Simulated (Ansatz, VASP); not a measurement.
## In3Se: VASP beside Ansatz

Contents of POSCAR:

```
In3Se
1.0
    4.8037580000      0.0000000000      0.0000000000
    0.0000000000      4.8037580000      0.0000000000
    0.0000000000      0.0000000000      4.8037580000
In Se
3 1
Direct
    0.0000000000      0.5000000000      0.5000000000
    0.5000000000      0.0000000000      0.5000000000
    0.5000000000      0.5000000000      0.0000000000
    0.0000000000      0.0000000000      0.0000000000
```

Contents of INCAR.step1:

```
PREC = Accurate
ENCUT = 600
ISMEAR = 0
SIGMA = 0.1
LREAL = False
LASPH = True
NELM = 100
GGA = PE
ALGO = Normal
EDIFF = 1E-4
LWAVE = True
LCHARG = False
```

Contents of INCAR.step2:

```
PREC = Accurate
ENCUT = 600
EDIFF = 1E-7
ISMEAR = 0
SIGMA = 0.1
LREAL = False
LASPH = True
NELM = 100
ALGO = Normal
ISIF = 3
LWAVE = False
LCHARG = False
METAGGA = R2SCAN
LMIXTAU = True
IBRION = 2
NSW = 100
EDIFFG = -0.005
ISTART = 1
```

File KPOINTS:

```
Automatic mesh
0
Gamma
  10 10 10
```

Input for Ansatz:

```yaml
crystal:
  lattice:
    - [4.803758, 0.0, 0.0]
    - [0.0, 4.803758, 0.0]
    - [0.0, 0.0, 4.803758]
  atoms:
    - { symbol: In, position: [0.0, 0.5, 0.5] }
    - { symbol: In, position: [0.5, 0.0, 0.5] }
    - { symbol: In, position: [0.5, 0.5, 0.0] }
    - { symbol: Se, position: [0.0, 0.0, 0.0] }
basis:
  ecutwfc: 500
kpoints:
  mp_grid: { grid: [10, 10, 10] }
hamiltonian:
  xc: r2scan
scf:
  occupations: { method: gaussian, width: 0.1 }
output:
  forces: true
  stress: true
  eigenvalues: true
  write_density: true
  write_potential: true
  elf: true
  volumetric_format: npy
relax:
  adjacent_minimum: "off"
  f_tol: 0.005
  max_steps: 80
  cell: { stress_tol: 0.05 }
```

Alike in both runs: task relaxation of cell and atoms; functional r2SCAN; k mesh 10 × 10 × 10; occupations gaussian, width 0.1 eV; no spin polarisation.

```csv
,VASP,Ansatz
version,VASP 6.6.1,Ansatz 0.2.0
potentials or method,"VASP PAW PBE potentials, release 64 (In_d, Se), cutoff 600 eV","scalar-relativistic, plane waves, PAW"
valence electrons in the cell,45,55
```

```csv
,VASP,Ansatz,Ansatz less VASP
"gap on the k mesh at the Fermi level, each at its own relaxed structure (eV)",none,none,-
relaxed volume (Å³/atom),26.74,26.68,-0.059
relaxed length of the cell vector where the two differ most in proportion (Å),4.747,4.743,-0.0035
```

VASP's potentials were made for PBE, not for r2SCAN. A gap of «none» marks a metal or a gap that the smearing closes. VASP's potentials hold 45 valence electrons a cell and Ansatz's 55, so a difference there can come from the potentials and not from the codes.
